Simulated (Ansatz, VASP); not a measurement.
## TaN: VASP beside Ansatz

File POSCAR:

```
TaN
1.0
    0.0000000000      2.2879500000      2.1245250000
    2.2879500000      0.0000000000      2.1245250000
    2.2879500000      2.2879500000      0.0000000000
Ta N
1 1
Direct
    0.5000000000      0.5000000000      0.5000000000
    0.0000000000      0.0000000000      0.0000000000
```

The input INCAR.step1:

```
SYSTEM = TaN
  ALGO = Normal
  EDIFF = 1E-4
  ENCUT = 520
  GGA = PE
  ISMEAR = 0
  LASPH = .TRUE.
  LCHARG = .FALSE.
  LREAL = .FALSE.
  LWAVE = .TRUE.
  NBANDS = 15
  NELM = 100
  PREC = Accurate
  SIGMA = 0.15
```

INCAR.step2

```
SYSTEM = TaN
  ALGO = Normal
  EDIFF = 1E-6
  ENCUT = 520
  ISIF = 2
  ISMEAR = 0
  ISTART = 1
  LASPH = .TRUE.
  LCHARG = .TRUE.
  LELF = .TRUE.
  LMIXTAU = .TRUE.
  LREAL = .FALSE.
  LVHAR = .TRUE.
  LWAVE = .FALSE.
  METAGGA = R2SCAN
  NBANDS = 15
  NELM = 100
  PREC = Accurate
  SIGMA = 0.15
```

The input KPOINTS:

```
k-points
0
G
  18 18 18
  0 0 0
```

Input for Ansatz:

```yaml
crystal:
  lattice:
    - [0.0, 2.28795, 2.124525]
    - [2.28795, 0.0, 2.124525]
    - [2.28795, 2.28795, 0.0]
  atoms:
    - { symbol: Ta, position: [0.5, 0.5, 0.5] }
    - { symbol: "N", position: [0.0, 0.0, 0.0] }
basis:
  ecutwfc: 500
kpoints:
  mp_grid: { grid: [18, 18, 18] }
hamiltonian:
  xc: r2scan
scf:
  occupations: { method: gaussian, width: 0.15 }
output:
  forces: true
  stress: true
  eigenvalues: true
  write_density: true
  write_potential: true
  elf: true
  volumetric_format: npy
```

Change from the starting cell: strain +0.050 along x and y, -0.025 along z, atoms carried along.

Alike in both runs: task single point; functional r2SCAN; k mesh 18 × 18 × 18; occupations gaussian, width 0.15 eV; no spin polarisation.

|  | VASP | Ansatz |
| --- | --- | --- |
| version | VASP 6.6.1 | Ansatz 0.2.0 |
| potentials or method | VASP PAW PBE potentials, release 64 (Ta_pv, N), cutoff 520 eV | scalar-relativistic, plane waves, PAW |
| valence electrons in the cell | 16 | 18 |

|  | VASP | Ansatz | Ansatz less VASP |
| --- | --- | --- | --- |
| gap on the k mesh at the Fermi level (eV) | none | none | - |
| pressure (GPa) | -8.7 | -10.3 | -1.63 |
| traceless stress, the component that is largest in VASP (GPa) | 25.88 | 25.87 | -0.006 |

VASP's potentials were made for PBE, not for r2SCAN. A gap of «none» marks a metal or a gap that the smearing closes. VASP's potentials hold 16 valence electrons a cell and Ansatz's 18, so a difference there can come from the potentials and not from the codes.

Neither program's run includes spin-orbit coupling.
